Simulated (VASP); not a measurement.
# CoO (R-3m) in VASP: settings compared, part 3 of 3

VASP 6.6.1. Earlier steps stand in the parts before.

### Step 4. Single point, BLYP, collinear spin, ferromagnetic start

This run uses another cell than the first one, of 9.96 Å³/atom.

INCAR reads:

```
SYSTEM = CoO
  PREC = Accurate
  ENCUT = 520
  EDIFF = 1E-6
  ISMEAR = -1
  SIGMA = 0.05
  LREAL = .False.
  LASPH = .True.
  NELM = 150
  ALGO = Normal
  ISIF = 2
  LWAVE = .False.
  LCHARG = .False.
  ISPIN = 2
  MAGMOM = 2 0
  LORBIT = 11
  LMAXMIX = 4
  GGA = B5
  ALDAX = 1.0
  AGGAX = 1.0
  AGGAC = 1.0
  ALDAC = 0.0
  NBANDS = 18
```

KPOINTS reads:

```
regular mesh
0
Gamma
  11 11 11
  0 0 0
```

POSCAR reads:

```
CoO
1.0
    1.5478035247      0.8936247816      2.4012796008
   -1.5478035247      0.8936247816      2.4012796008
    0.0000000000     -1.7872495633      2.4012796008
Co O
1 1
Direct
    0.0000000000      0.0000000000      0.0000000000
    0.5000000000      0.5000000000      0.5000000000
```

Potentials or basis: VASP PAW PBE potentials, release 64 (Co, O).

Command:

```bash
$ cat potpaw_PBE.64/Co/POTCAR potpaw_PBE.64/O/POTCAR > POTCAR
$ mpirun -np 1 vasp_std > vasp.out
```

OUTCAR:

```text
SYSTEM = CoO
   PREC = Accurate
   ENCUT = 520
   EDIFF = 1E-6
   ISMEAR = -1
   LREAL = .False.
   LASPH = .True.
   NELM = 150
   ISIF = 2
   ISPIN = 2
   LORBIT = 11
   GGA = B5

 ion  position               nearest neighbor table
   1  0.000  0.000  0.000-   2 2.15   2 2.15   2 2.15   2 2.15   2 2.15   2 2.15
   2  0.500  0.500  0.500-   1 2.15   1 2.15   1 2.15   1 2.15   1 2.15   1 2.15

  LATTYP: Found a trigonal (rhomboedric) cell.
 ALAT       =     2.9933935128
 COS(alpha) =     0.4652706378

  Lattice vectors:

 A1 = (   1.5478035247,   0.8936247816,   2.4012796008)
 A2 = (  -1.5478035247,   0.8936247816,   2.4012796008)
 A3 = (   0.0000000000,  -1.7872495633,   2.4012796008)

Analysis of symmetry for initial positions (statically):
=====================================================================
 Subroutine PRICEL returns:
 Original cell was already a primitive cell.

 Routine SETGRP: Setting up the symmetry group for a
 trigonal (rhombohedral) supercell.
[... 702 lines left out ...]
      4       5.5793      1.00000
      5       6.6830      1.00000
      6       6.6830      1.00000
[... 493 lines left out ...]
     17      35.0892      0.00000
     18      37.4381      0.00000

 [... further k-points ...]

------------------------ aborting loop because EDIFF is reached ----------------------------------------

  FORCE on cell =-STRESS in cart. coord.  units (eV):
  Direction    XX          YY          ZZ          XY          YZ          ZX
  --------------------------------------------------------------------------------------
  -------------------------------------------------------------------------------------
  Total       -0.0729103     -0.0729103     -0.0507778      0.0000000      0.0000000      0.0000000
  in kB       -5.8618439     -5.8618439     -4.0824387      0.0000000      0.0000000      0.0000000
  external PRESSURE =      -5.2687089 kB  Pullay stress =       0.0000000 kB

 VOLUME and BASIS-vectors are now :
 -----------------------------------------------------------------------------
  energy-cutoff  :      520.00
  volume of cell :       19.93
      direct lattice vectors                 reciprocal lattice vectors
     1.547803525  0.893624782  2.401279601     0.323038417  0.186506317  0.138814877
    -1.547803525  0.893624782  2.401279601    -0.323038417  0.186506317  0.138814877
     0.000000000 -1.787249563  2.401279601     0.000000000 -0.373012634  0.138814877

 POSITION                                       TOTAL-FORCE (eV/Angst)
 -----------------------------------------------------------------------------------
      0.00000      0.00000      0.00000        -0.000000      0.000000     -0.000000
      0.00000     -0.00000      3.60192         0.000000     -0.000000      0.000000
 -----------------------------------------------------------------------------------
    total drift:                               -0.000000      0.000000     -0.000000

  FREE ENERGIE OF THE ION-ELECTRON SYSTEM (eV)
  ---------------------------------------------------
  free  energy   TOTEN  =       -12.1264781651 eV

  energy  without entropy=      -12.0925853210  energy(sigma->0) =      -12.10953174

 total charge

# of ion       s       p       d       tot
------------------------------------------
    1        0.280   0.327   7.156   7.763
    2        1.549   3.427   0.000   4.976
--------------------------------------------------
tot          1.829   3.754   7.156  12.739

 magnetization (x)

# of ion       s       p       d       tot
------------------------------------------
    1        0.018   0.015   2.477   2.510
    2        0.028   0.265   0.000   0.292
--------------------------------------------------
tot          0.045   0.280   2.477   2.802
```

stdout:

```text
POSCAR found type information on POSCAR CoO
 POSCAR found :  2 types and       2 ions
 scaLAPACK will be used
 -----------------------------------------------------------------------------
|                                                                             |
|                                                                             |
|     You enforced a specific xc type in the INCAR file but a different       |
|     I HOPE YOU KNOW WHAT YOU ARE DOING!                                     |
|                                                                             |
 -----------------------------------------------------------------------------

 LDA part: xc-table for (Slater(with rela. corr.)+VWN5), standard interpolation
 POSCAR, INCAR and KPOINTS ok, starting setup
 FFT: planning ... GRIDC
 FFT: planning ... GRID_SOFT
 FFT: planning ... GRID
 WAVECAR not read
 entering main loop
```

It took 2.6 min on 1 thread of Intel Xeon 8259CL, shared host; peak memory 0.21 GiB.

Results:

```
Free energy                                           : -12.1265 eV
Pressure                                              : -0.5 GPa
Net moment                                            : 2.85 μB per cell
Site moments                                          : Co +2.51; O +0.29 μB
Valence electrons inside the program's atomic spheres : Co 7.76; O 4.98
```

Caveat: the PAW data sets were made with another functional, which shifts forces and pressure a little; a cell with one magnetic atom can't hold antiferromagnetic order, which such compounds often take; semilocal functionals often make such compounds metallic where correlation or magnetic order opens a gap, which also shifts bond lengths. With open d or f shells a metallic result of BLYP can be an artefact of self-interaction; +U or a hybrid may open a gap.

### Step 5. Relaxation of cell and atoms, BLYP, collinear spin, ferromagnetic start

INCAR reads:

```
SYSTEM = CoO
  PREC = Accurate
  ENCUT = 600
  EDIFF = 1E-6
  ISMEAR = -1
  SIGMA = 0.05
  LREAL = .FALSE.
  LASPH = .TRUE.
  NELM = 150
  ALGO = Normal
  ISIF = 3
  LWAVE = .FALSE.
  LCHARG = .FALSE.
  ISPIN = 2
  MAGMOM = 2 0
  LORBIT = 11
  LMAXMIX = 4
  GGA = B5
  ALDAX = 1.0
  AGGAX = 1.0
  AGGAC = 1.0
  ALDAC = 0.0
  IBRION = 2
  NSW = 60
  EDIFFG = -0.01
```

KPOINTS reads:

```
regular mesh
0
G
  11 11 11
  0 0 0
```

POSCAR reads:

```
CoO
1.0
    1.5054695445      0.8691832468      2.4399269062
   -1.5054695445      0.8691832468      2.4399269062
    0.0000000000     -1.7383664936      2.4399269062
Co O
1 1
Direct
    0.0000000000      0.0000000000      0.0000000000
    0.5000000000      0.5000000000      0.5000000000
```

Command:

```bash
$ cat potpaw_PBE.64/Co/POTCAR potpaw_PBE.64/O/POTCAR > POTCAR
$ mpirun -np 1 vasp_std > vasp.out
```

It took 3.7 min on 1 thread of Intel Xeon 8259CL, shared host; peak memory 0.21 GiB.

Results (log left out):

```
Free energy                                           : -12.1255 eV
Relaxed volume                                        : 9.94 Å³/atom
Relaxed cell                                          : a = 3.032 Å, b = 3.032 Å, c = 3.032 Å, α = 60.36°, β = 60.36°, γ = 60.36°
Space group after relaxing (to 0.1 Å)                 : Fm-3m (No. 225)
Energy gained by relaxing                             : 6.5 meV/atom
Ionic steps                                           : 3
Pressure after relaxing                               : 0.1 GPa
Net moment                                            : 2.85 μB per cell
Site moments                                          : Co +2.50; O +0.29 μB
Valence electrons inside the program's atomic spheres : Co 7.77; O 4.98
```

Stress tensor (GPa, compression positive):
```
 0.15  0.00  0.00
 0.00  0.15  0.00
 0.00  0.00 -0.11
```

Step by step:
| step | energy change (eV) | largest force (eV/Å) | pressure (GPa) | volume (Å³) |
| --- | --- | --- | --- | --- |
| 1 | 0.0000 | 0.0000 | 5.97 | 19.16 |
| 2 | -0.0110 | 0.0000 | -2.17 | 20.16 |
| 3 | -0.0130 | 0.0000 | 0.06 | 19.87 |

Final structure:
```
CELL_PARAMETERS angstrom
1.52436 0.88009 2.46879
-1.52436 0.88009 2.46879
0.00000 -1.76018 2.46879
ATOMIC_POSITIONS crystal
Co 0.00000 0.00000 0.00000
O 0.50000 0.50000 0.50000
```

Levels at points of the mesh, in eV from the Fermi level:
Spin up:
```tsv
k point	band 7	band 8	band 9	band 10	band 11	band 12
(0.00, 0.00, 0.00)	-2.90	-2.90	-2.83	1.21	17.53	18.25
```
Spin down:
| k point | band 2 | band 3 | band 4 | band 5 | band 6 | band 7 | band 8 | band 9 | band 10 | band 11 |
| --- | --- | --- | --- | --- | --- | --- | --- | --- | --- | --- |
| (0.00, 0.00, 0.00) | -2.44 | -2.44 | -2.39 | -1.03 | -1.03 | -1.02 | 0.13 | 0.13 | 1.71 | 17.49 |

Caveat: the PAW data sets were made with another functional, which shifts forces and pressure a little; a cell with one magnetic atom can't hold antiferromagnetic order, which such compounds often take; semilocal functionals often make such compounds metallic where correlation or magnetic order opens a gap, which also shifts bond lengths.

### Step 6. Overview

| task | level | cell | cutoff (eV) | smearing | gap on the mesh (eV) | pressure (GPa) | moment (μB) |
| --- | --- | --- | --- | --- | --- | --- | --- |
| single point | PBE | a = 2.996 Å, angles 60.3°, 2 atoms | 520 | gaussian 0.027 eV | none | -0.8 | 2.89 |
| single point | PBE | a = 2.996 Å, angles 60.3°, 2 atoms | 520 | gaussian 0.028 eV | none | -0.8 | 2.89 |
| single point | BLYP | a = 2.993 Å, angles 62.3°, 2 atoms | 520 | fermi-dirac 0.05 eV | none | -0.5 | 2.85 |
| relaxation of cell and atoms | BLYP | relaxed from a = 2.996 Å, angles 60.3°, 2 atoms | 600 | fermi-dirac 0.05 eV | none | 0.1 | 2.85 |

Alike in all rows: potentials or basis VASP PAW PBE potentials, release 64 (Co, O); spin collinear, ferromagnetic start; k mesh 11 × 11 × 11.

Caveats: a cell with one magnetic atom can't hold antiferromagnetic order, which such compounds often take; semilocal functionals often make such compounds metallic where correlation or magnetic order opens a gap, which also shifts bond lengths; the PAW data sets were made with another functional, which shifts forces and pressure a little (at least some runs).

Absolute energies hang on the potentials; compare differences alone.
